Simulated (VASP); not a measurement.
A run of VASP 6.6.1 is set up as follows.

INCAR

```
SYSTEM = In3GaAs4
PREC     = Accurate       ! precision mode
ENCUT    = 520            ! plane-wave cutoff, eV
EDIFF    = 1E-6           ! SCF threshold, eV
ISMEAR   = 0              ! smearing method
SIGMA    = 0.2            ! smearing width, eV
LREAL    = .False.        ! projectors in reciprocal space
LASPH    = .True.         ! aspherical terms in the spheres
NELM     = 60             ! most SCF steps
ALGO     = Normal         ! electronic algorithm
ISIF     = 2              ! what is computed and relaxed
LWAVE    = .False.        ! write WAVECAR
LCHARG   = .True.         ! write CHGCAR
GGA      = PE             ! functional
LELF     = .True.         ! ELF
LVHAR    = .True.       
NBANDS   = 46             ! bands
```

The input KPOINTS:

```
regular mesh
0
Gamma
  6 6 2
  0 0 0
```

File POSCAR:

```
In3GaAs4
1.0
    4.2879821391      0.0000000000      0.0000000000
   -2.1439910696      3.7135014635      0.0000000000
    0.0000000000      0.0000000000     14.1359335253
In Ga As
3 1 4
Direct
    0.3333333333      0.6666666667      0.0001577120
    0.6666666667      0.3333333333      0.2563330195
    0.6666666667      0.3333333333      0.7441357939
    0.3333333333      0.6666666667      0.5003654280
    0.3333333333      0.6666666667      0.1894369305
    0.3333333333      0.6666666667      0.6774749321
    0.6666666667      0.3333333333      0.4466508188
    0.6666666667      0.3333333333      0.9334453250
```

Potentials or basis: VASP PAW PBE potentials, release 64 (In_d, Ga_d, As).

Run with:

```bash
$ cat potpaw_PBE.64/In_d/POTCAR potpaw_PBE.64/Ga_d/POTCAR potpaw_PBE.64/As/POTCAR > POTCAR
$ mpirun -np 1 vasp_std > vasp.out
```

(1) What does it give for the band gap on the k mesh?

(2) Predict the largest force.

## Answers

(1) zero (filled and empty bands touch).

(2) 0.035 eV/Å.

Caveat: semilocal functionals underestimate gaps, and a narrow one can read as zero; spin-orbit coupling is left out, which moves the levels of the heavy elements.
